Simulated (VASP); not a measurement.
# Sr (Pm-3m) in VASP: further runs, part 2 of 2

VASP 6.6.1. Earlier steps stand in the parts before.

### Step 4. Single point, PBE (volume scaled by 0.88)

INCAR reads:

```
SYSTEM = Sr
  PREC = Accurate
  ENCUT = 520
  EDIFF = 1E-6
  ISMEAR = -1
  SIGMA = 0.05
  LREAL = .False.
  LASPH = .True.
  NELM = 100
  ALGO = Normal
  ISIF = 2
  LWAVE = .False.
  LCHARG = .False.
  GGA = PE
  NBANDS = 11
```

KPOINTS reads:

```
Automatic mesh
0
Gamma
  10 10 10
  0 0 0
```

POSCAR reads:

```
Sr
1.0
    3.6885448878      0.0000000000      0.0000000000
    0.0000000000      3.6885448878      0.0000000000
    0.0000000000      0.0000000000      3.6885448878
Sr
1
Direct
    0.0000000000      0.0000000000      0.0000000000
```

Potentials or basis: VASP PAW PBE potentials, release 64 (Sr_sv).

Command:

```sh
> cat potpaw_PBE.64/Sr_sv/POTCAR > POTCAR
> mpirun -np 1 vasp_std > vasp.out
```

OUTCAR:

```text
SYSTEM = Sr
   PREC = Accurate
   ENCUT = 520
   EDIFF = 1E-6
   ISMEAR = -1
   LREAL = .False.
   LASPH = .True.
   NELM = 100
   ISIF = 2
   GGA = PE

 ion  position               nearest neighbor table
   1  0.000  0.000  0.000-

  LATTYP: Found a simple cubic cell.
 ALAT       =     3.6885448878

  Lattice vectors:

 A1 = (   3.6885448878,   0.0000000000,   0.0000000000)
 A2 = (   0.0000000000,   3.6885448878,   0.0000000000)
 A3 = (   0.0000000000,   0.0000000000,   3.6885448878)

Analysis of symmetry for initial positions (statically):
=====================================================================
 Subroutine PRICEL returns:
 Original cell was already a primitive cell.

 Routine SETGRP: Setting up the symmetry group for a
 simple cubic supercell.

 Subroutine GETGRP returns: Found 48 space group operations
 (whereof 48 operations were pure point group operations)
 out of a pool of 48 trial point group operations.

The static configuration has the point symmetry O_h .

Analysis of symmetry for dynamics (positions and initial velocities):
[... 158 lines left out ...]

 val. band max:        1.7053662463   @ k =   0.5000   0.5000   0.3000
 cond. band min:       1.7212358934   @ k =   0.5000   0.4000   0.3000
 fundamental gap:      0.0158696471
 Fermi energy:         1.7076543658

 k-point     1 :       0.0000    0.0000    0.0000
  band No.  band energies     occupation
      1     -34.9143      2.00000
      2     -16.7179      2.00000
      3     -16.7179      2.00000
      4     -16.7179      2.00000
      5      -1.7951      2.00000
      6       2.4253      0.00000
      7       2.4253      0.00000
      8       7.1930      0.00000
      9       7.1930      0.00000
     10       7.1930      0.00000
     11       9.8897      0.00000
[... 309 lines left out ...]
 k-point    24 :       0.3000    0.1000    0.1000
  band No.  band energies     occupation
      1     -34.8885      2.00000
      2     -16.9843      2.00000
      3     -16.7322      2.00000
      4     -16.7281      2.00000
      5      -0.3398      2.00000
      6       2.7265      0.00000
      7       2.9941      0.00000
      8       5.2355      0.00000
      9       5.3440      0.00000
     10       6.7482      0.00000
     11       8.4343      0.00000

 [... further k-points ...]
[... 5 lines left out ...]
  --------------------------------------------------------------------------------------
  -------------------------------------------------------------------------------------
  Total        0.3603688      0.3603688      0.3603688      0.0000000      0.0000000     -0.0000000
  in kB       11.5051555     11.5051555     11.5051555      0.0000000      0.0000000     -0.0000000
  external PRESSURE =      11.5051555 kB  Pullay stress =       0.0000000 kB

 VOLUME and BASIS-vectors are now :
 -----------------------------------------------------------------------------
  energy-cutoff  :      520.00
  volume of cell :       50.18
      direct lattice vectors                 reciprocal lattice vectors
     3.688544888  0.000000000  0.000000000     0.271109619  0.000000000  0.000000000
     0.000000000  3.688544888  0.000000000     0.000000000  0.271109619  0.000000000
     0.000000000  0.000000000  3.688544888     0.000000000  0.000000000  0.271109619

 POSITION                                       TOTAL-FORCE (eV/Angst)
 -----------------------------------------------------------------------------------
      0.00000      0.00000      0.00000         0.000000      0.000000      0.000000
 -----------------------------------------------------------------------------------
    total drift:                                0.000000     -0.000000     -0.000000

  FREE ENERGIE OF THE ION-ELECTRON SYSTEM (eV)
  ---------------------------------------------------
  free  energy   TOTEN  =        -1.2369060127 eV

  energy  without entropy=       -1.2293631518  energy(sigma->0) =       -1.23313458
```

OSZICAR:

```text
N       E                     dE             d eps       ncg     rms          rms(c)
DAV:   1     0.362030970059E+02    0.36203E+02   -0.49745E+03  1232   0.802E+02
DAV:   2     0.392842259436E+00   -0.35810E+02   -0.35164E+02  1460   0.154E+02
DAV:   3    -0.116473613871E+01   -0.15576E+01   -0.15349E+01  1810   0.238E+01
DAV:   4    -0.124153142645E+01   -0.76795E-01   -0.76697E-01  1628   0.484E+00
DAV:   5    -0.124387371525E+01   -0.23423E-02   -0.23422E-02  1819   0.581E-01    0.123E+01
DAV:   6    -0.124005741536E+01    0.38163E-02   -0.81400E-03  1581   0.935E-01    0.703E+00
DAV:   7    -0.123674751942E+01    0.33099E-02   -0.18320E-02  1546   0.128E+00    0.251E-01
DAV:   8    -0.123686722607E+01   -0.11971E-03   -0.12783E-03  1838   0.221E-01    0.101E-01
DAV:   9    -0.123690151990E+01   -0.34294E-04   -0.31720E-05  1520   0.483E-02    0.297E-02
DAV:  10    -0.123690592607E+01   -0.44062E-05   -0.80623E-06  1618   0.203E-02    0.505E-03
DAV:  11    -0.123690601271E+01   -0.86643E-07   -0.43090E-07   846   0.498E-03
   1 F= -.12369060E+01 E0= -.12331346E+01  d E =-.754286E-02
```

stdout:

```text
POSCAR found type information on POSCAR Sr
 POSCAR found :  1 types and       1 ions
 scaLAPACK will be used
 LDA part: xc-table for (Slater+PW92), standard interpolation
 POSCAR, INCAR and KPOINTS ok, starting setup
 FFT: planning ... GRIDC
 FFT: planning ... GRID_SOFT
 FFT: planning ... GRID
 WAVECAR not read
 entering main loop
```

It took 21 s on 1 thread of AMD EPYC 7R43 (Zen 3), shared host; peak memory 0.14 GiB.

What came out:

```
Free energy            : -1.2369 eV
Pressure               : 1.2 GPa
Band gap on the k mesh : zero (band 5 reaches 2.20 eV, above the bottom of band 6 at 1.51 eV)
```

### Step 5. Summary

| cell | gap on the mesh (eV) | pressure (GPa) |
| --- | --- | --- |
| a = 3.385 Å, 1 atom | none | 5.4 |
| a = 3.543 Å, 1 atom | none | 2.8 |
| a = 3.689 Å, 1 atom | none | 1.2 |

Alike in all rows: task single point; level PBE; potentials or basis VASP PAW PBE potentials, release 64 (Sr_sv); no spin polarisation; k mesh 10 × 10 × 10; cutoff (eV) 520; smearing fermi-dirac 0.05 eV.

Total energies depend on the potentials used, so only differences within one code and one set of settings carry meaning.
